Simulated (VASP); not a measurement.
Runs of VASP 6.6.1 on InAs5. The structure is that of space group P6/mmm (No. 191), or close to it. The cells are those of the table. 

```tsv
task	cell	k mesh	cutoff (eV)	gap on the mesh (eV)	pressure (GPa)
single point	a = 5.513, b = 5.513, c = 5.059 Å, angles 90.0, 90.0, 120.0°, 6 atoms	6 × 6 × 8	520	none	0.1
single point	a = 5.890, b = 5.890, c = 4.969 Å, angles 90.0, 90.0, 120.0°, 6 atoms	3 × 3 × 4	520	none	(a)
single point	a = 5.510, b = 5.510, c = 5.076 Å, angles 90.0, 90.0, 120.0°, 6 atoms	12 × 12 × 8	520	none	0.0
relaxation of cell and atoms	relaxed from a = 5.890, b = 5.890, c = 4.969 Å, angles 90.0, 90.0, 120.0°, 6 atoms	6 × 6 × 8	600	none	0.0
```

Alike in all rows: level PBE; potentials or basis VASP PAW PBE potentials, release 64 (In_d, As); no spin polarisation; smearing gaussian 0.1 eV.

Fill in the values left out.

(a) -4.0.

Caveats: some runs use coarse meshes; spin-orbit coupling is left out, which moves the levels of the heavy elements.

A k mesh can miss the band edges, and the runs leave out spin-orbit coupling on As, In.

A gap of «none» marks levels without a gap at the run's occupations.
